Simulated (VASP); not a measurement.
# TiO2 (P2_1/c) in VASP: a series of runs, part 2 of 2

VASP 6.6.1. The steps go on from the part before.

### Step 4. Single point, BLYP+D3(BJ)

This run uses another cell than the first one, of 9.73 Å³/atom.

File INCAR:

```
PREC = Accurate ; ENCUT = 520
EDIFF = 1E-7 ; ISMEAR = -1
SIGMA = 0.05 ; LREAL = F
LASPH = T ; NELM = 60
ALGO = Normal ; ISIF = 2
LWAVE = F ; LCHARG = T
GGA = B5 ; ALDAX = 1.0
AGGAX = 1.0 ; AGGAC = 1.0
ALDAC = 0.0 ; IVDW = 12
VDW_S6 = 1.0 ; VDW_S8 = 2.6996
VDW_A1 = 0.4298 ; VDW_A2 = 4.2359
LELF = T ; LVHAR = T
NBANDS = 60
```

File KPOINTS:

```
Automatic mesh
0
Gamma
  6 6 6
```

File POSCAR:

```
TiO2
1.0
    4.8078578716      0.0000000000      0.0089688740
    0.0000000000      4.8742399421      0.0000000000
   -0.8527616567      0.0000000000      4.9787458568
Ti O
4 8
Direct
    0.2773921125      0.0532861293      0.2145709600
    0.7226078875      0.5532861293      0.2854290400
    0.7226078875      0.9467138707      0.7854290400
    0.2773921125      0.4467138707      0.7145709600
    0.0637368335      0.1773482700      0.8499173528
    0.9362631665      0.6773482700      0.6500826472
    0.9362631665      0.8226517300      0.1500826472
    0.0637368335      0.3226517300      0.3499173528
    0.4437825598      0.7578579864      0.4659500495
    0.5562174402      0.2578579864      0.0340499505
    0.5562174402      0.2421420136      0.5340499505
    0.4437825598      0.7421420136      0.9659500495
```

Potentials or basis: VASP PAW PBE potentials, release 64 (Ti_sv, O).

Launch:

```sh
> cat potpaw_PBE.64/Ti_sv/POTCAR potpaw_PBE.64/O/POTCAR > POTCAR
> mpirun -np 1 vasp_std > vasp.out
```

OUTCAR:

```text
PREC = Accurate
   ENCUT = 520
   EDIFF = 1E-7
   ISMEAR = -1
   LREAL = F
   LASPH = T
   NELM = 60
   ISIF = 2
   GGA = B5
   IVDW = 12
 IVDW          = 12

 ion  position               nearest neighbor table
   1  0.277  0.053  0.215-   8 1.87   7 1.97   9 2.00  10 2.01   5 2.04  11 2.13  12 2.20
   2  0.723  0.553  0.285-   7 1.87   8 1.97  10 2.00   9 2.01   6 2.04  12 2.13  11 2.20
   3  0.723  0.947  0.785-   6 1.87   5 1.97  11 2.00  12 2.01   7 2.04   9 2.13  10 2.20
   4  0.277  0.447  0.715-   5 1.87   6 1.97  12 2.00  11 2.01   8 2.04  10 2.13   9 2.20
   5  0.064  0.177  0.850-   4 1.87   3 1.97   1 2.04
   6  0.936  0.677  0.650-   3 1.87   4 1.97   2 2.04
   7  0.936  0.823  0.150-   2 1.87   1 1.97   3 2.04
   8  0.064  0.323  0.350-   1 1.87   2 1.97   4 2.04
   9  0.444  0.758  0.466-   1 2.00   2 2.01   3 2.13   4 2.20
  10  0.556  0.258  0.034-   2 2.00   1 2.01   4 2.13   3 2.20
  11  0.556  0.242  0.534-   3 2.00   4 2.01   1 2.13   2 2.20
  12  0.444  0.742  0.966-   4 2.00   3 2.01   2 2.13   1 2.20

  LATTYP: Found a simple monoclinic cell.
 ALAT       =     4.8078662371
[... 1722 lines left out ...]
     60      10.4377      0.00000

 [... further k-points ...]

------------------------ aborting loop because EDIFF is reached ----------------------------------------

 Edisp (eV)   -6.95697

 E8    (eV) :    -4.8882

  FORCE on cell =-STRESS in cart. coord.  units (eV):
  Direction    XX          YY          ZZ          XY          YZ          ZX
  --------------------------------------------------------------------------------------
  -------------------------------------------------------------------------------------
  Total       0.95918     0.94755     0.74228     0.00000     0.00000    -0.03341
  in kB      13.16724    13.00759    10.18969     0.00000     0.00000    -0.45857
  external pressure =       12.12 kB  Pullay stress =        0.00 kB

 VOLUME and BASIS-vectors are now :
 -----------------------------------------------------------------------------
  energy-cutoff  :      520.00
  volume of cell :      116.71
      direct lattice vectors                 reciprocal lattice vectors
     4.807857872  0.000000000  0.008968874     0.207926401  0.000000000  0.035613720
     0.000000000  4.874239942  0.000000000     0.000000000  0.205160192  0.000000000
    -0.852761657  0.000000000  4.978745857    -0.000374565  0.000000000  0.200789639

 POSITION                                       TOTAL-FORCE (eV/Angst)
 -----------------------------------------------------------------------------------
      1.15068      0.25973      1.07078         0.063780     -0.064234     -0.021083
      3.23079      2.69685      1.42756        -0.063780     -0.064234      0.021083
      2.80441      4.61451      3.91693        -0.063780      0.064234      0.021083
      0.72430      2.17739      3.56016         0.063780      0.064234     -0.021083
     -0.41834      0.86444      4.23209        -0.045626     -0.040624      0.013548
      3.94705      3.30156      3.24499         0.045626     -0.040624     -0.013548
      4.37344      4.00980      0.75562         0.045626      0.040624     -0.013548
      0.00804      1.57268      1.74272        -0.045626      0.040624      0.013548
      1.73630      3.69398      2.32383        -0.033747     -0.015427      0.032628
      2.64518      1.25686      0.17451         0.033747     -0.015427     -0.032628
      2.21880      1.18026      2.66389         0.033747      0.015427     -0.032628
      1.30992      3.61738      4.81320        -0.033747      0.015427      0.032628
 -----------------------------------------------------------------------------------
    total drift:                                0.000000     -0.000000      0.000000

  FREE ENERGIE OF THE ION-ELECTRON SYSTEM (eV)
  ---------------------------------------------------
  free  energy   TOTEN  =      -109.1363858342 eV

  energy  without entropy=     -109.1363858342  energy(sigma->0) =     -109.13638583
```

Wall time 12 min (1 thread of Intel Xeon Platinum 8259CL at 2.50GHz (Skylake/Cascade Lake), shared host); peak memory 0.49 GiB.

What came out:

```
Free energy                : -109.1364 eV
Pressure                   : 1.2 GPa
Largest force              : 0.093 eV/Å
Band gap on the k mesh     : 2.28 eV (least direct gap 2.36 eV)
Dispersion energy per atom : -0.580 eV
```

Forces in eV/Å, atoms in the order of the input:
```
Ti   0.064 -0.064 -0.021
Ti  -0.064 -0.064  0.021
Ti  -0.064  0.064  0.021
Ti   0.064  0.064 -0.021
O   -0.046 -0.041  0.014
O    0.046 -0.041 -0.014
O    0.046  0.041 -0.014
O   -0.046  0.041  0.014
O   -0.034 -0.015  0.033
O    0.034 -0.015 -0.033
O    0.034  0.015 -0.033
O   -0.034  0.015  0.033
```

Stress tensor (GPa, compression positive):
```
 1.32  0.00 -0.05
 0.00  1.30  0.00
-0.05  0.00  1.02
```

Caveat: the PAW data sets were made with another functional, which shifts forces and pressure a little.

### Step 5. Summary

```csv
level,potentials or basis,cell,k mesh,cutoff (eV),gap on the mesh (eV),pressure (GPa),largest force (eV/Å)
LDA,"VASP PAW LDA potentials, release 64 (Ti_sv, O)","a = 4.730, b = 4.821, c = 4.946 Å, angles 90.0, 100.0, 90.0°, 12 atoms, atomic positions A",6 × 6 × 6,600,2.18,1.2,0.08
PBE,"VASP PAW PBE potentials, release 64 (Ti_sv, O)","a = 4.716, b = 4.774, c = 5.038 Å, angles 90.0, 99.7, 90.0°, 12 atoms, atomic positions B",5 × 5 × 5,520,2.36,16.7,0.36
BLYP+D3(BJ),"VASP PAW PBE potentials, release 64 (Ti_sv, O)","a = 4.808, b = 4.874, c = 5.051 Å, angles 90.0, 99.6, 90.0°, 12 atoms, atomic positions C",6 × 6 × 6,520,2.28,1.2,0.09
```

Alike in all rows: task single point; no spin polarisation; smearing fermi-dirac 0.05 eV.

Caveats: the stress differs along the axes, from 12 to 19 GPa (at least some runs); the PAW data sets were made with another functional, which shifts forces and pressure a little (at least some runs).

Absolute energies hang on the potentials; compare differences alone.
